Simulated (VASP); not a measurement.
**TiO2: single point with PBE**

Crystal: TiO2.

```
CELL_PARAMETERS angstrom
2.70603 -2.70666 0.00000
2.70603 2.70666 0.00000
-2.63353 0.00000 4.89257
ATOMIC_POSITIONS crystal
Ti 0.86589 0.13411 0.75000
Ti 0.13411 0.86589 0.25000
O 0.08876 0.33122 0.16715
O 0.91124 0.66878 0.83285
O 0.66878 0.91124 0.33285
O 0.33122 0.08876 0.66715
```

* Program: VASP 6.6.1
* Task: single point
* Functional: PBE
* Potentials or basis: VASP PAW PBE potentials, release 64 (Ti_sv, O)
* Cutoff: 520 eV
* k mesh: 6 × 6 × 5
* Occupations: fermi-dirac, width 0.05 eV
* Spin: no spin polarisation
* Dipole correction: no
* Further INCAR settings: ALGO = Normal; EDIFF = 1e-06; NBANDS = 33

```yaml
Pressure: -4.9 GPa
Largest_force: 0.393 eV/Å
Band_gap_on_the_k_mesh: 2.02 eV (least direct gap 2.37 eV)
```

Forces in eV/Å, atoms in the order of the input:
```
Ti   0.000 -0.067  0.000
Ti   0.000  0.067  0.000
O    0.004  0.043 -0.390
O   -0.004 -0.043  0.390
O   -0.004  0.043  0.390
O    0.004 -0.043 -0.390
```

Stress tensor (GPa, compression positive):
```
-3.76  0.00 -0.38
 0.00 -3.79  0.00
-0.38  0.00 -7.04
```

Levels at points of the mesh, in eV from the valence-band top:
```csv
k point,band 20,band 21,band 22,band 23,band 24,band 25,band 26,band 27,band 28,band 29
"(0.00, 0.00, 0.00)",-0.88,-0.86,-0.79,-0.44,-0.43,2.02,2.65,3.69,3.70,3.74
"(0.50, 0.00, 0.00)",-1.89,-1.83,-0.96,-0.89,-0.67,3.12,3.25,3.26,3.46,3.98
"(0.50, 0.50, 0.00)",-2.40,-2.16,-1.88,-0.02,0.00,3.07,3.11,3.38,3.69,4.57
```

It took 3.8 min on 1 thread of Intel Xeon 8259CL (shared host), peak memory 0.24 GiB.

Caveat: the cell stands under tension. A k mesh can miss the band edges.
